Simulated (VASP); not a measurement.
# Al (Im-3m) in VASP: further runs

Al is run at these levels: PBE; tasks: single point, relaxation of cell and atoms.

Program: VASP 6.6.1. These are calculated values, not measurements. Logs are shortened: lines on timing, memory, paths and dates and some standing lists are left out, and cuts for length are marked.

## 1. The cell of the first run

Symmetry: Im-3m, No. 229, cubic system. Conventional cell: a = 2.714 Å, b = 2.714 Å, c = 2.714 Å, α = 90.00°, β = 90.00°, γ = 90.00°. Within 3.1 Å of Al (site symmetry m-3m) lie 14 Al at 2.35 to 2.71 Å.

## 2. Single point, PBE

The input, INCAR:

```
SYSTEM = Al
  PREC = Accurate
  ENCUT = 520
  EDIFF = 1E-6
  ISMEAR = -1
  SIGMA = 0.05
  LREAL = .FALSE.
  LASPH = .TRUE.
  NELM = 100
  ALGO = Normal
  ISIF = 2
  LWAVE = .FALSE.
  LCHARG = .TRUE.
  GGA = PE
  LELF = .TRUE.
  LVHAR = .TRUE.
  NBANDS = 8
```

The input, KPOINTS:

```
regular mesh
0
G
  20 20 20
  0 0 0
```

The input, POSCAR:

```
Al
1.0
   -1.3571391195      1.3571391195      1.3571391195
    1.3571391195     -1.3571391195      1.3571391195
    1.3571391195      1.3571391195     -1.3571391195
Al
1
Direct
    0.0000000000      0.0000000000      0.0000000000
```

Potentials or basis: VASP PAW PBE potentials, release 64 (Al).

On the command line:

```bash
cat potpaw_PBE.64/Al/POTCAR > POTCAR
mpirun -np 1 vasp_std > vasp.out
```

OUTCAR:

```text
SYSTEM = Al
   PREC = Accurate
   ENCUT = 520
   EDIFF = 1E-6
   ISMEAR = -1
   LREAL = .FALSE.
   LASPH = .TRUE.
   NELM = 100
   ISIF = 2
   GGA = PE

 ion  position               nearest neighbor table
   1  0.000  0.000  0.000-

  LATTYP: Found a body centered cubic cell.
 ALAT       =     2.7142782390

  Lattice vectors:

 A1 = (  -1.3571391195,   1.3571391195,   1.3571391195)
 A2 = (   1.3571391195,  -1.3571391195,   1.3571391195)
 A3 = (   1.3571391195,   1.3571391195,  -1.3571391195)

Analysis of symmetry for initial positions (statically):
=====================================================================
 Subroutine PRICEL returns:
 Original cell was already a primitive cell.

 Routine SETGRP: Setting up the symmetry group for a
 body centered cubic supercell.

 Subroutine GETGRP returns: Found 48 space group operations
 (whereof 48 operations were pure point group operations)
 out of a pool of 48 trial point group operations.

The static configuration has the point symmetry O_h .

Analysis of symmetry for dynamics (positions and initial velocities):
=====================================================================
 Subroutine PRICEL returns:
 Original cell was already a primitive cell.

 Routine SETGRP: Setting up the symmetry group for a
 body centered cubic supercell.

 Subroutine GETGRP returns: Found 48 space group operations
 (whereof 48 operations were pure point group operations)
 out of a pool of 48 trial point group operations.

The dynamic configuration has the point symmetry O_h .

 Subroutine INISYM returns: Found 48 space group operations
 (whereof 48 operations are pure point group operations),
 and found     1 'primitive' translations

----------------------------------------------------------------------------------------

                                     Primitive cell

  volume of cell :       9.9985

  direct lattice vectors                    reciprocal lattice vectors
    -1.357139119  1.357139119  1.357139119     0.000000000  0.368422067  0.368422067
     1.357139119 -1.357139119  1.357139119     0.368422067  0.000000000  0.368422067
     1.357139119  1.357139119 -1.357139119     0.368422067  0.368422067  0.000000000

  length of vectors
     2.350633908  2.350633908  2.350633908     0.521027484  0.521027484  0.521027484

  position of ions in fractional coordinates (direct lattice)
     0.000000000  0.000000000  0.000000000

  ion indices of the primitive-cell ions
   primitive index   ion index
                 1           1

----------------------------------------------------------------------------------------

 KPOINTS: regular mesh

Automatic generation of k-mesh.
 Grid dimensions read from file:
 generate k-points for:   20   20   20

 Generating k-lattice:

  Cartesian coordinates                     Fractional coordinates (reciprocal lattice)
     0.000000000  0.018421103  0.018421103     0.050000000  0.000000000  0.000000000
     0.018421103  0.000000000  0.018421103     0.000000000  0.050000000  0.000000000
     0.018421103  0.018421103  0.000000000     0.000000000  0.000000000  0.050000000

  Length of vectors
     0.026051374  0.026051374  0.026051374

  Shift w.r.t. Gamma in fractional coordinates (k-lattice)
     0.000000000  0.000000000  0.000000000

 Subroutine IBZKPT returns following result:
 ===========================================

 Found    256 irreducible k-points:

 Following reciprocal coordinates:
            Coordinates               Weight
  0.000000  0.000000  0.000000      1.000000
  0.050000  0.000000  0.000000     12.000000
  0.100000  0.000000  0.000000     12.000000
  0.150000  0.000000  0.000000     12.000000
  0.200000  0.000000  0.000000     12.000000
  0.250000  0.000000  0.000000     12.000000
[... 16 lines left out ...]
  0.200000  0.100000 -0.000000     48.000000
  0.250000  0.100000 -0.000000     48.000000
 [... further k-points ...]
   k-points           NKPTS =    256   k-points in BZ     NKDIM =    256   number of bands    NBANDS=      8
   number of dos      NEDOS =    301   number of ions     NIONS =      1
   total plane-waves  NPLWV =   5832
   dimension x,y,z NGX =    18 NGY =   18 NGZ =   18
   dimension x,y,z NGXF=    36 NGYF=   36 NGZF=   36
   ions per type =               1
   NGX,Y,Z   is equivalent  to a cutoff of  12.73, 12.73, 12.73 a.u.
   NGXF,Y,Z  is equivalent  to a cutoff of  25.46, 25.46, 25.46 a.u.
 SYSTEM =  Al
   PREC   = accura    normal or accurate (medium, high low for compatibility)
   ISTART =      0    job   : 0-new  1-cont  2-samecut
   ICHARG =      2    charge: 1-file 2-atom 10-const
   ISPIN  =      1    spin polarized calculation?
   LNONCOLLINEAR =      F non collinear calculations
   LSORBIT =      F    spin-orbit coupling
   LASPH  =      T    aspherical Exc in radial PAW
   ENCUT  =  520.0 eV  38.22 Ry    6.18 a.u.   4.37  4.37  4.37*2*pi/ulx,y,z
   NELM   =    100;   NELMIN=  2; NELMDL= -5     # of ELM steps
   EDIFF  = 0.1E-05   stopping-criterion for ELM
   LREAL  =      F    real-space projection
   EDIFFG = 0.1E-04   stopping-criterion for IOM
   NSW    =      0    number of steps for IOM
   IBRION =     -1    ionic relax: 0-MD 1-quasi-New 2-CG
   NFREE  =      0    steps in history (QN), initial steepest desc. (CG)
   ISIF   =      2    stress and relaxation
   ISYM   =      2    0-nonsym 1-usesym 2-fastsym
   POTIM  = 0.5000    time-step for ionic-motion
   TEBEG  =    0.0;   TEEND  =   0.0 temperature during run
   PSTRESS=    0.0 pullay stress
   NELECT =       3.0000    total number of electrons
   NUPDOWN=      -1.0000    fix difference up-down
   EMIN   =  10.00;   EMAX   =-10.00  energy-range for DOS
   EFERMI =   0.00;   METHOD = LEGACY
   ISMEAR =    -1;   SIGMA  =   0.05  broadening in eV -4-tet -1-fermi 0-gaus
   EFERMI_NEDOS =   21; number of points for ismear=-14 and -15
   IALGO  =     38    algorithm
   IMIX   =      4    mixing-type and parameters
     AMIX     =   0.40;   BMIX     =  1.00
     AMIX_MAG =   1.60;   BMIX_MAG =  1.00
  volume/ion in A,a.u.               =      10.00        67.47
  Fermi-wavevector in a.u.,A,eV,Ry     =   1.095984  2.071109 16.343059  1.201181
  Thomas-Fermi vector in A             =   2.232318
   LORBIT       =      0    0 simple, 1 ext, 2 COOP (PROOUT), +10 PAW based schemes
   GGA     = PE    functional components
   LHFCALC =     F    Hartree Fock is set to
   AEXX    =    0.0000 exact exchange contribution
   IVDW    =     0    specifies the selected vdW correction
   LEPSILON=     F    determine dielectric tensor
   LRPA    =     F    only Hartree local field effects (RPA)
 non-spin polarized calculation
  energy-cutoff  :      520.00
  volume of cell :       10.00
 maximum number of plane-waves:       277
 NGX is ok and might be reduce to    18
   NGX =  9   NGY =  9   NGZ =  9

 number of electron       3.0000000 magnetization

 Free energy of the ion-electron system (eV)
  ---------------------------------------------------
  ext. energy  EPLUGINS =         0.00000000
  ---------------------------------------------------
  free energy    TOTEN  =        -2.13911568 eV

  energy without entropy =       -2.13645309  energy(sigma->0) =       -2.13778439

 E-fermi :  14.3705     XC(G=0): -12.1740

 val. band max:       14.3614062456   @ k =  -0.4000   0.5000   0.3000
 cond. band min:      14.3935673413   @ k =   0.3000   0.1000   0.0500
 fundamental gap:      0.0321610957
 Fermi energy:        14.3704559929

 k-point     1 :       0.0000    0.0000    0.0000
  band No.  band energies     occupation
      1      -0.6727      2.00000
      2      31.1453      0.00000
      3      31.1453      0.00000
      4      31.1453      0.00000
      5      35.1491      0.00000
      6      35.1491      0.00000
      7      37.8135      0.00000
      8      37.8135      0.00000

 k-point     2 :       0.0500    0.0000    0.0000
  band No.  band energies     occupation
      1      -0.5727      2.00000
      2      30.3000      0.00000
      3      30.6728      0.00000
      4      30.9629      0.00000
      5      34.0995      0.00000
      6      34.4568      0.00000
      7      38.2332      0.00000
      8      38.3462      0.00000

 k-point     3 :       0.1000    0.0000    0.0000
  band No.  band energies     occupation
      1      -0.2735      2.00000
      2      28.0456      0.00000
      3      29.6172      0.00000
      4      30.5021      0.00000
      5      33.2782      0.00000
      6      33.4681      0.00000
      7      38.2985      0.00000
      8      38.4628      0.00000

 k-point     4 :       0.1500    0.0000    0.0000
  band No.  band energies     occupation
      1       0.2228      2.00000
      2      25.3418      0.00000
      3      28.4241      0.00000
      4      29.9198      0.00000
      5      32.1381      0.00000
      6      33.1992      0.00000
      7      38.3436      0.00000
      8      38.7219      0.00000

 k-point     5 :       0.2000    0.0000    0.0000
  band No.  band energies     occupation
      1       0.9125      2.00000
      2      22.6237      0.00000
      3      27.2876      0.00000
      4      29.3285      0.00000
      5      31.1293      0.00000
      6      32.9162      0.00000
      7      38.6279      0.00000
      8      39.0674      0.00000
[... 177 lines left out ...]
 k-point    22 :       0.1500    0.1000    0.0000
  band No.  band energies     occupation
      1       1.2063      2.00000
      2      22.6189      0.00000
      3      24.7390      0.00000
      4      28.8498      0.00000
      5      31.8699      0.00000
      6      34.3648      0.00000
      7      37.9945      0.00000
      8      40.0080      0.00000

 k-point    23 :       0.2000    0.1000   -0.0000
  band No.  band energies     occupation
      1       2.0813      2.00000
      2      20.1175      0.00000
      3      23.7167      0.00000
      4      28.1950      0.00000
      5      31.3594      0.00000
      6      34.4237      0.00000
      7      37.7814      0.00000
      8      41.2645      0.00000

 k-point    24 :       0.2500    0.1000   -0.0000
  band No.  band energies     occupation
      1       3.1375      2.00000
      2      17.6868      0.00000
      3      22.8985      0.00000
      4      27.6241      0.00000
      5      30.8228      0.00000
      6      34.3931      0.00000
      7      37.9325      0.00000
      8      42.3355      0.00000

 [... further k-points ...]
[... 5 lines left out ...]
  --------------------------------------------------------------------------------------
  -------------------------------------------------------------------------------------
  Total        6.8782418      6.8782418      6.8782418      0.0000000     -0.0000000      0.0000000
  in kB     1102.1860885   1102.1860885   1102.1860885      0.0000000     -0.0000000      0.0000000
  external PRESSURE =    1102.1860885 kB  Pullay stress =       0.0000000 kB

 VOLUME and BASIS-vectors are now :
 -----------------------------------------------------------------------------
  energy-cutoff  :      520.00
  volume of cell :       10.00
      direct lattice vectors                 reciprocal lattice vectors
    -1.357139119  1.357139119  1.357139119     0.000000000  0.368422067  0.368422067
     1.357139119 -1.357139119  1.357139119     0.368422067  0.000000000  0.368422067
     1.357139119  1.357139119 -1.357139119     0.368422067  0.368422067  0.000000000

 POSITION                                       TOTAL-FORCE (eV/Angst)
 -----------------------------------------------------------------------------------
      0.00000      0.00000      0.00000        -0.000000      0.000000      0.000000
 -----------------------------------------------------------------------------------
    total drift:                                0.000000     -0.000000      0.000000

  FREE ENERGIE OF THE ION-ELECTRON SYSTEM (eV)
  ---------------------------------------------------
  free  energy   TOTEN  =        -2.1391156759 eV

  energy  without entropy=       -2.1364530942  energy(sigma->0) =       -2.13778439
```

Run time: 16 s. Hardware: 1 thread of Intel Xeon Platinum 8259CL at 2.50GHz (Skylake/Cascade Lake), shared host; peak memory 0.12 GiB.

Results:

```
Free energy : -2.1391 eV
Pressure    : 110.2 GPa
```

Levels at points of the mesh, in eV from the Fermi level:
```csv
k point,band 1,band 2,band 3,band 4
"(0.00, 0.00, 0.00)",-15.04,16.77,16.77,16.77
"(0.50, 0.00, 0.00)",-6.30,-4.60,9.54,13.12
"(0.50, 0.50, 0.50)",1.91,1.91,3.19,3.19
```

(Continued in part 2 of 2.)
